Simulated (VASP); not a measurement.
Set up this calculation in VASP 6.6.1, as the native input.

```yaml
Task: single point
Functional: PBE
Potentials_or_basis: VASP PAW PBE potentials, release 64 (C, H)
Cutoff: 520 eV
k_mesh: 5 × 5 × 1
Occupations: gaussian, width 0.05 eV
Spin: no spin polarisation
Dipole_correction: yes
Further_INCAR_settings: LREAL = Auto; ALGO = Normal; EDIFF = 1e-06; NBANDS = 68
```

The structure of HC12 lies in POSCAR:

```
HC12
1.0
    5.0509324483      0.0000000000      0.0000000000
    0.0000000000      5.0509324483      0.0000000000
    0.0000000000      0.0000000000     22.3754933530
C H
24 2
Direct
    0.0000000000      0.2500000000      0.1787670080
    0.0000000000      0.7500000000      0.1787670080
    0.5000000000      0.2500000000      0.1787670080
    0.5000000000      0.7500000000      0.1787670080
    0.0000000000      0.0000000000      0.2186716990
    0.0000000000      0.5000000000      0.2186716990
    0.5000000000      0.0000000000      0.2186716990
    0.5000000000      0.5000000000      0.2186716990
    0.2500000000      0.0000000000      0.2585763899
    0.2500000000      0.5000000000      0.2585763899
    0.7500000000      0.0000000000      0.2585763899
    0.7500000000      0.5000000000      0.2585763899
    0.2500000000      0.2500000000      0.2976014419
    0.2500000000      0.7500000000      0.2976014419
    0.7500000000      0.2500000000      0.2976014419
    0.7500000000      0.7500000000      0.2976014419
    0.0000000000      0.2500000000      0.3394883053
    0.0000000000      0.7500000000      0.3394883053
    0.5000000000      0.2500000000      0.3394883053
    0.5000000000      0.7500000000      0.3394883053
    0.0000000000      0.0000000000      0.3743154719
    0.0000000000      0.5000000000      0.3743154719
    0.5000000000      0.0000000000      0.3743154719
    0.5000000000      0.5000000000      0.3743154719
    0.8830908934      0.3750000000      0.4087281209
    1.1169091066      0.3750000000      0.4087281209
```

The input as run:

INCAR

```
SYSTEM = HC12
ALGO = Normal
DIPOL = 0.5 0.5 0.288
EDIFF = 1E-6
ENCUT = 520
GGA = PE
IDIPOL = 3
ISIF = 2
ISMEAR = 0
LASPH = .True.
LCHARG = .False.
LDIPOL = .True.
LREAL = Auto
LWAVE = .False.
NBANDS = 68
NELM = 60
PREC = Accurate
SIGMA = 0.05
```

KPOINTS

```
k-points
0
Gamma
  5 5 1
  0 0 0
```

Potentials or basis: VASP PAW PBE potentials, release 64 (C, H).

The run is started by

```bash
$ cat potpaw_PBE.64/C/POTCAR potpaw_PBE.64/H/POTCAR > POTCAR
$ mpirun -np 1 vasp_std > vasp.out
```

It gave:

| Property | Result |
| --- | --- |
| Largest force | 4.446 eV/Å |
| Band gap on the k mesh | zero (bands 49 and 50 overlap by 0.23 eV) |

It took 9.9 min on 1 thread of Intel(R) Xeon(R) 6975P-C (Granite Rapids), with other jobs on the host, peak memory 0.65 GiB.
